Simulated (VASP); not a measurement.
# TiSi2 (Immm) in VASP: a series of runs

The runs below take TiSi2 through single point, relaxation of cell and atoms, with PBEsol, r2SCAN.

All numbers are computed with VASP 6.6.1; they aren't measurements. Logs are shortened: lines on timing, memory, paths and dates and some standing lists are left out, and cuts for length are marked.

## 1. The cell of the first run

It takes space group Immm (No. 71, orthorhombic). Conventional cell: a = 2.892 Å, b = 3.364 Å, c = 8.251 Å, α = 90.00°, β = 90.00°, γ = 90.00°. Ti (site symmetry mmm) has 10 Si at 2.62 to 2.72 Å and 4 Ti at 2.89 to 3.36 Å within 3.5 Å. Within 3.4 Å of Si (site symmetry mm2) lie 9 Si at 2.58 to 3.36 Å and 5 Ti at 2.62 to 2.72 Å.

## 2. Single point, PBEsol

The input, INCAR:

```
SYSTEM = TiSi2
PREC     = Accurate       ! precision mode
ENCUT    = 520            ! plane-wave cutoff, eV
EDIFF    = 1E-6           ! SCF threshold, eV
ISMEAR   = -1             ! smearing method
SIGMA    = 0.05           ! smearing width, eV
LREAL    = .False.        ! projectors in reciprocal space
LASPH    = .True.         ! aspherical terms in the spheres
NELM     = 100            ! most SCF steps
ALGO     = Normal         ! electronic algorithm
ISIF     = 2              ! what is computed and relaxed
LWAVE    = .False.        ! write WAVECAR
LCHARG   = .True.         ! write CHGCAR
GGA      = PS             ! functional
LELF     = .True.         ! ELF
LVHAR    = .True.       
NBANDS   = 17             ! bands
```

The input, KPOINTS:

```
Automatic mesh
0
Gamma
  12 12 12
  0 0 0
```

The input, POSCAR:

```
TiSi2
1.0
   -1.4459948517      1.6820951665      4.1253316450
    1.4459948517     -1.6820951665      4.1253316450
    1.4459948517      1.6820951665     -4.1253316450
Ti Si
1 2
Direct
    0.0000000000      0.0000000000      0.0000000000
    0.6697388593      0.6697388593      0.0000000000
    0.3302611407      0.3302611407      0.0000000000
```

Potentials or basis: VASP PAW PBE potentials, release 64 (Ti_sv, Si).

On the command line:

```
$ cat potpaw_PBE.64/Ti_sv/POTCAR potpaw_PBE.64/Si/POTCAR > POTCAR
$ mpirun -np 1 vasp_std > vasp.out
```

OUTCAR:

```text
SYSTEM = TiSi2
   PREC = Accurate
   ENCUT = 520
   EDIFF = 1E-6
   ISMEAR = -1
   LREAL = .False.
   LASPH = .True.
   NELM = 100
   ISIF = 2
   GGA = PS

 ion  position               nearest neighbor table
   1  0.000  0.000  0.000-   2 2.62   2 2.62   2 2.62   3 2.62   3 2.62   3 2.62   2 2.62   3 2.62
                             2 2.72   3 2.72
   2  0.670  0.670  0.000-   3 2.58   3 2.58   3 2.58   3 2.58   1 2.62   1 2.62   1 2.62   1 2.62
                             1 2.72   3 2.80
   3  0.330  0.330  0.000-   2 2.58   2 2.58   2 2.58   2 2.58   1 2.62   1 2.62   1 2.62   1 2.62
                             1 2.72   2 2.80

  LATTYP: Found a body centered orthorhombic cell.
 ALAT       =     2.8919897034
 B/A-ratio  =     1.1632788073
 C/A-ratio  =     2.8529366063

  Lattice vectors:

 A1 = (  -1.4459948517,   1.6820951665,   4.1253316450)
 A2 = (   1.4459948517,  -1.6820951665,   4.1253316450)
 A3 = (   1.4459948517,   1.6820951665,  -4.1253316450)

Analysis of symmetry for initial positions (statically):
=====================================================================
 Subroutine PRICEL returns:
 Original cell was already a primitive cell.

 Routine SETGRP: Setting up the symmetry group for a
 body centered orthorhombic supercell.

 Subroutine GETGRP returns: Found  8 space group operations
 (whereof  8 operations were pure point group operations)
 out of a pool of  8 trial point group operations.

The static configuration has the point symmetry D_2h.

Analysis of symmetry for dynamics (positions and initial velocities):
=====================================================================
 Subroutine PRICEL returns:
 Original cell was already a primitive cell.

 Routine SETGRP: Setting up the symmetry group for a
 body centered orthorhombic supercell.

 Subroutine GETGRP returns: Found  8 space group operations
 (whereof  8 operations were pure point group operations)
 out of a pool of  8 trial point group operations.

The dynamic configuration has the point symmetry D_2h.

 Subroutine INISYM returns: Found  8 space group operations
 (whereof  8 operations are pure point group operations),
 and found     1 'primitive' translations

----------------------------------------------------------------------------------------

                                     Primitive cell

  volume of cell :      40.1362

  direct lattice vectors                    reciprocal lattice vectors
    -1.445994852  1.682095166  4.125331645     0.000000000  0.297248342  0.121202377
     1.445994852 -1.682095166  4.125331645     0.345782697  0.000000000  0.121202377
     1.445994852  1.682095166 -4.125331645     0.345782697  0.297248342  0.000000000

  length of vectors
     4.683877287  4.683877287  4.683877287     0.321008712  0.366409184  0.455984924

  position of ions in fractional coordinates (direct lattice)
     0.000000000  0.000000000  0.000000000
     0.669738859  0.669738859  0.000000000
     0.330261141  0.330261141  0.000000000

  ion indices of the primitive-cell ions
   primitive index   ion index
                 1           1
                 2           2
                 3           3

----------------------------------------------------------------------------------------

 KPOINTS: Automatic mesh

Automatic generation of k-mesh.
 Grid dimensions read from file:
 generate k-points for:   12   12   12

 Generating k-lattice:

  Cartesian coordinates                     Fractional coordinates (reciprocal lattice)
     0.000000000  0.024770695  0.010100198     0.083333333  0.000000000  0.000000000
     0.028815225  0.000000000  0.010100198    -0.000000000  0.083333333  0.000000000
     0.028815225  0.024770695  0.000000000    -0.000000000  0.000000000  0.083333333

  Length of vectors
     0.026750726  0.030534099  0.037998744

  Shift w.r.t. Gamma in fractional coordinates (k-lattice)
     0.000000000  0.000000000  0.000000000

 Subroutine IBZKPT returns following result:
 ===========================================

 Found    280 irreducible k-points:

 Following reciprocal coordinates:
            Coordinates               Weight
  0.000000  0.000000  0.000000      1.000000
  0.083333  0.000000  0.000000      4.000000
  0.166667  0.000000 -0.000000      4.000000
  0.250000  0.000000  0.000000      4.000000
  0.333333  0.000000 -0.000000      4.000000
  0.416667  0.000000  0.000000      4.000000
[... 16 lines left out ...]
  0.250000  0.166667  0.000000      8.000000
  0.333333  0.166667  0.000000      8.000000
 [... further k-points ...]
   k-points           NKPTS =    280   k-points in BZ     NKDIM =    280   number of bands    NBANDS=     17
   number of dos      NEDOS =    301   number of ions     NIONS =      3
   total plane-waves  NPLWV =  46656
   dimension x,y,z NGX =    36 NGY =   36 NGZ =   36
   dimension x,y,z NGXF=    72 NGYF=   72 NGZF=   72
   ions per type =               1   2
   NGX,Y,Z   is equivalent  to a cutoff of  12.78, 12.78, 12.78 a.u.
   NGXF,Y,Z  is equivalent  to a cutoff of  25.56, 25.56, 25.56 a.u.
 SYSTEM =  TiSi2
   PREC   = accura    normal or accurate (medium, high low for compatibility)
   ISTART =      0    job   : 0-new  1-cont  2-samecut
   ICHARG =      2    charge: 1-file 2-atom 10-const
   ISPIN  =      1    spin polarized calculation?
   LNONCOLLINEAR =      F non collinear calculations
   LSORBIT =      F    spin-orbit coupling
   LASPH  =      T    aspherical Exc in radial PAW
   ENCUT  =  520.0 eV  38.22 Ry    6.18 a.u.   8.71  8.71  8.71*2*pi/ulx,y,z
   NELM   =    100;   NELMIN=  2; NELMDL= -5     # of ELM steps
   EDIFF  = 0.1E-05   stopping-criterion for ELM
   LREAL  =      F    real-space projection
   EDIFFG = 0.1E-04   stopping-criterion for IOM
   NSW    =      0    number of steps for IOM
   IBRION =     -1    ionic relax: 0-MD 1-quasi-New 2-CG
   NFREE  =      0    steps in history (QN), initial steepest desc. (CG)
   ISIF   =      2    stress and relaxation
   ISYM   =      2    0-nonsym 1-usesym 2-fastsym
   POTIM  = 0.5000    time-step for ionic-motion
   TEBEG  =    0.0;   TEEND  =   0.0 temperature during run
   PSTRESS=    0.0 pullay stress
   NELECT =      20.0000    total number of electrons
   NUPDOWN=      -1.0000    fix difference up-down
   EMIN   =  10.00;   EMAX   =-10.00  energy-range for DOS
   EFERMI =   0.00;   METHOD = LEGACY
   ISMEAR =    -1;   SIGMA  =   0.05  broadening in eV -4-tet -1-fermi 0-gaus
   EFERMI_NEDOS =   21; number of points for ismear=-14 and -15
   IALGO  =     38    algorithm
   IMIX   =      4    mixing-type and parameters
     AMIX     =   0.40;   BMIX     =  1.00
     AMIX_MAG =   1.60;   BMIX_MAG =  1.00
  volume/ion in A,a.u.               =      13.38        90.28
  Fermi-wavevector in a.u.,A,eV,Ry     =   1.297895  2.452665 22.919429  1.684531
  Thomas-Fermi vector in A             =   2.429258
   LORBIT       =      0    0 simple, 1 ext, 2 COOP (PROOUT), +10 PAW based schemes
   GGA     = PS    functional components
   LHFCALC =     F    Hartree Fock is set to
   AEXX    =    0.0000 exact exchange contribution
   IVDW    =     0    specifies the selected vdW correction
   LEPSILON=     F    determine dielectric tensor
   LRPA    =     F    only Hartree local field effects (RPA)
 non-spin polarized calculation
  energy-cutoff  :      520.00
  volume of cell :       40.14
 maximum number of plane-waves:      1113
   NGX = 17   NGY = 17   NGZ = 17

 number of electron      20.0000002 magnetization

 Free energy of the ion-electron system (eV)
  ---------------------------------------------------
  ext. energy  EPLUGINS =         0.00000000
  ---------------------------------------------------
  free energy    TOTEN  =       -21.32536027 eV

  energy without entropy =      -21.31505705  energy(sigma->0) =      -21.32020866

 E-fermi :  10.6089     XC(G=0): -12.0333

 val. band max:       10.6039189200   @ k =  -0.3333  -0.3333   0.0833
 cond. band min:      10.6139059471   @ k =   0.5000   0.5000   0.3333
 fundamental gap:      0.0099870271
 Fermi energy:        10.6089457861

 k-point     1 :       0.0000    0.0000    0.0000
  band No.  band energies     occupation
      1     -45.2233      2.00000
      2     -21.6779      2.00000
      3     -21.6505      2.00000
      4     -21.3673      2.00000
      5      -2.3047      2.00000
      6       5.6379      2.00000
[... 9 lines left out ...]
     16      16.4969      0.00000
     17      16.6377      0.00000

 k-point     2 :       0.0833    0.0000    0.0000
  band No.  band energies     occupation
      1     -45.2227      2.00000
      2     -21.6773      2.00000
      3     -21.6588      2.00000
      4     -21.3668      2.00000
      5      -2.1980      2.00000
      6       5.4432      2.00000
[... 9 lines left out ...]
     16      16.3925      0.00000
     17      16.7878      0.00000

 k-point     3 :       0.1667    0.0000   -0.0000
  band No.  band energies     occupation
      1     -45.2211      2.00000
      2     -21.6813      2.00000
      3     -21.6755      2.00000
      4     -21.3652      2.00000
      5      -1.8818      2.00000
      6       4.9756      2.00000
[... 9 lines left out ...]
     16      16.6328      0.00000
     17      17.2358      0.00000

 k-point     4 :       0.2500    0.0000    0.0000
  band No.  band energies     occupation
      1     -45.2190      2.00000
      2     -21.7118      2.00000
      3     -21.6732      2.00000
      4     -21.3631      2.00000
      5      -1.3681      2.00000
      6       4.2351      2.00000
[... 9 lines left out ...]
     16      17.5749      0.00000
     17      18.5486      0.00000
[... 343 lines left out ...]
      1     -45.2093      2.00000
      2     -21.6687      2.00000
      3     -21.6642      2.00000
      4     -21.4709      2.00000
      5      -1.2436      2.00000
      6       4.5172      2.00000
[... 9 lines left out ...]
     16      16.5298      0.00000
     17      17.5036      0.00000

 k-point    23 :       0.2500    0.1667    0.0000
  band No.  band energies     occupation
      1     -45.2072      2.00000
      2     -21.6979      2.00000
      3     -21.6622      2.00000
      4     -21.4680      2.00000
      5      -0.7078      2.00000
      6       4.0532      2.00000
[... 9 lines left out ...]
     16      16.6345      0.00000
     17      18.7291      0.00000

 k-point    24 :       0.3333    0.1667    0.0000
  band No.  band energies     occupation
      1     -45.2051      2.00000
      2     -21.7272      2.00000
      3     -21.6594      2.00000
      4     -21.4651      2.00000
      5      -0.0107      2.00000
      6       3.3359      2.00000
[... 9 lines left out ...]
     16      16.2669      0.00000
     17      18.8402      0.00000

 [... further k-points ...]
[... 5 lines left out ...]
  --------------------------------------------------------------------------------------
  -------------------------------------------------------------------------------------
  Total        1.2683858      1.2900007      1.2865953      0.0000000      0.0000000      0.0000000
  in kB       50.6320825     51.4949171     51.3589797      0.0000000      0.0000000      0.0000000
  external PRESSURE =      51.1619931 kB  Pullay stress =       0.0000000 kB

 VOLUME and BASIS-vectors are now :
 -----------------------------------------------------------------------------
  energy-cutoff  :      520.00
  volume of cell :       40.14
      direct lattice vectors                 reciprocal lattice vectors
    -1.445994852  1.682095166  4.125331645     0.000000000  0.297248342  0.121202377
     1.445994852 -1.682095166  4.125331645     0.345782697  0.000000000  0.121202377
     1.445994852  1.682095166 -4.125331645     0.345782697  0.297248342  0.000000000

 POSITION                                       TOTAL-FORCE (eV/Angst)
 -----------------------------------------------------------------------------------
      0.00000      0.00000      0.00000        -0.000000      0.000000      0.000000
      0.00000      0.00000      5.52579         0.000000     -0.000000     -0.004106
      0.00000      0.00000      2.72487        -0.000000      0.000000      0.004106
 -----------------------------------------------------------------------------------
    total drift:                                0.000000     -0.000000     -0.000000

  FREE ENERGIE OF THE ION-ELECTRON SYSTEM (eV)
  ---------------------------------------------------
  free  energy   TOTEN  =       -21.3253602729 eV

  energy  without entropy=      -21.3150570504  energy(sigma->0) =      -21.32020866
```

Wall time 6 min (1 thread of Intel Xeon 8259CL, shared host); peak memory 0.34 GiB.

What came out:

| Quantity | Value |
| --- | --- |
| Free energy | -21.3254 eV |
| Pressure | 5.1 GPa |
| Largest force | 0.004 eV/Å |
| Band gap on the k mesh | zero (bands 10 and 11 overlap by 2.48 eV) |

Forces on the atoms (eV/Å):
```
Ti   0.000  0.000  0.000
Si   0.000  0.000 -0.004
Si   0.000  0.000  0.004
```

Stress tensor (GPa, compression positive):
```
5.06 0.00 0.00
0.00 5.15 0.00
0.00 0.00 5.14
```

Caveat: the cell stands under pressure; the PAW data sets were made with another functional, which shifts forces and pressure a little.

[end of part 1 of 2]
